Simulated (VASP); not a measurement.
Wanted: the native input for a VASP 6.6.1 run.

```
Task                   : single point
Functional             : r2SCAN
Potentials or basis    : VASP PAW PBE potentials, release 64 (Ni, O)
Cutoff                 : 520 eV
k mesh                 : 14 × 14 × 14
Occupations            : gaussian, width 0.05 eV
Spin                   : no spin polarisation
Dipole correction      : no
Further INCAR settings : ALGO = Normal; EDIFF = 1e-07; NBANDS = 15
```

The system is NiO.

```
Ni O
1.0
     1.48110    0.85511    2.41767
    -1.48110    0.85511    2.41767
     0.00000   -1.71023    2.41767
Ni O
1 1
Direct
  0.00000 0.00000 0.00000
  0.50000 0.50000 0.50000
```

The input as run:

POSCAR

```
NiO
1.0
    1.4811024619      0.8551149051      2.4176676255
   -1.4811024619      0.8551149051      2.4176676255
    0.0000000000     -1.7102298101      2.4176676255
Ni O
1 1
Direct
    1.0000000000      0.0000000000      0.0000000000
    0.5000000000      0.5000000000      0.5000000000
```

INCAR.step1

```
ALGO     = Normal         # electronic algorithm
EDIFF    = 1E-4           # SCF threshold, eV
ENCUT    = 520            # plane-wave cutoff, eV
GGA      = PE             # functional
ISMEAR   = 0              # smearing method
LASPH    = True           # aspherical terms in the spheres
LCHARG   = False          # write CHGCAR
LREAL    = False          # projectors in reciprocal space
LWAVE    = True           # write WAVECAR
NBANDS   = 15             # bands
NELM     = 80             # most SCF steps
PREC     = Accurate       # precision mode
SIGMA    = 0.05           # smearing width, eV
```

INCAR.step2

```
ALGO     = Normal         # electronic algorithm
EDIFF    = 1E-7           # SCF threshold, eV
ENCUT    = 520            # plane-wave cutoff, eV
ISIF     = 2              # what is computed and relaxed
ISMEAR   = 0              # smearing method
ISTART   = 1            
LASPH    = True           # aspherical terms in the spheres
LCHARG   = False          # write CHGCAR
LMIXTAU  = True         
LREAL    = False          # projectors in reciprocal space
LWAVE    = False          # write WAVECAR
METAGGA  = R2SCAN         # meta-GGA
NBANDS   = 15             # bands
NELM     = 80             # most SCF steps
PREC     = Accurate       # precision mode
SIGMA    = 0.05           # smearing width, eV
```

KPOINTS

```
k-points
0
Gamma
  14 14 14
```

Potentials or basis: VASP PAW PBE potentials, release 64 (Ni, O).

Command:

```bash
$ cat potpaw_PBE.64/Ni/POTCAR potpaw_PBE.64/O/POTCAR > POTCAR
$ cp INCAR.step1 INCAR
$ mpirun -np 1 vasp_std > vasp.out
$ cp INCAR.step2 INCAR
$ mpirun -np 1 vasp_std > vasp.out
```

It gave:

```
Pressure               : -11.4 GPa
Band gap on the k mesh : zero (bands 8 and 9 overlap by 2.78 eV)
```

Caveat: the cell stands under tension; the PAW data sets were made with another functional, which shifts forces and pressure a little; the run has no spin polarisation, though such a crystal can be magnetic; semilocal functionals often make such compounds metallic where correlation or magnetic order opens a gap, which also shifts bond lengths.

It took 5.8 min on 1 thread of Intel Xeon 8259CL (shared host), peak memory 0.22 GiB.
